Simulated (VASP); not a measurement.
A run of VASP 6.6.1 is set up as follows.

INCAR

```
PREC = Accurate ; ENCUT = 520
EDIFF = 1E-6 ; ISMEAR = -1
SIGMA = 0.1 ; LREAL = F
LASPH = T ; NELM = 80
ALGO = Normal ; ISIF = 2
LWAVE = F ; LCHARG = T
GGA = CA ; LELF = T
LVHAR = T ; NBANDS = 14
```

KPOINTS

```
regular mesh
0
Gamma
  9 9 13
```

POSCAR

```
Sb
1.0
    5.3146666319      0.0000000000      0.0000000000
   -2.6573333159      4.6026363158      0.0000000000
    0.0000000000      0.0000000000      3.1705168931
Sb
3
Direct
    1.0000000000      0.0000000000      1.0000000000
    0.3333333333      0.6666666667      0.5000000000
    0.6666666667      0.3333333333      0.5000000000
```

Potentials or basis: VASP PAW LDA potentials, release 64 (Sb).

Run with:

```bash
$ cat potpaw_LDA.64/Sb/POTCAR > POTCAR
$ mpirun -np 1 vasp_std > vasp.out
```

(1) Predict the pressure.

## Answers

(1) -0.1 GPa.
